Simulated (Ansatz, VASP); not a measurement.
**One calculation of As, two programs**

```
CELL_PARAMETERS angstrom
2.73545 0.00000 0.00000
0.00000 2.73545 0.00000
0.00000 0.00000 2.73545
ATOMIC_POSITIONS crystal
As 0.50000 0.50000 0.50000
```

Alike in both runs: functional PBE; k mesh 7 × 7 × 7; occupations fermi-dirac, width 0.3 eV; no spin polarisation.

Ansatz relaxed the structure, and its values are those at the end. VASP's run is a single point on that final structure, the one shown.

|  | VASP | Ansatz |
| --- | --- | --- |
| version | VASP 6.6.1 | Ansatz 0.2.0 |
| potentials or method | VASP PAW PBE potentials, release 64 (As), cutoff 520 eV | plane waves, PAW |
| valence electrons in the cell | 5 | 15 |

Ansatz gave:

* pressure (GPa): 0.0

Task: Which values does VASP return?

Result: Pressure (GPa): 0.2.

With one functional, cell and mesh, what is left measures potentials, basis and numerics. VASP's potentials hold 5 valence electrons a cell and Ansatz's 15, so a difference there can come from the potentials and not from the codes. Ansatz's warnings: force scf threshold loose, stress scf threshold loose.
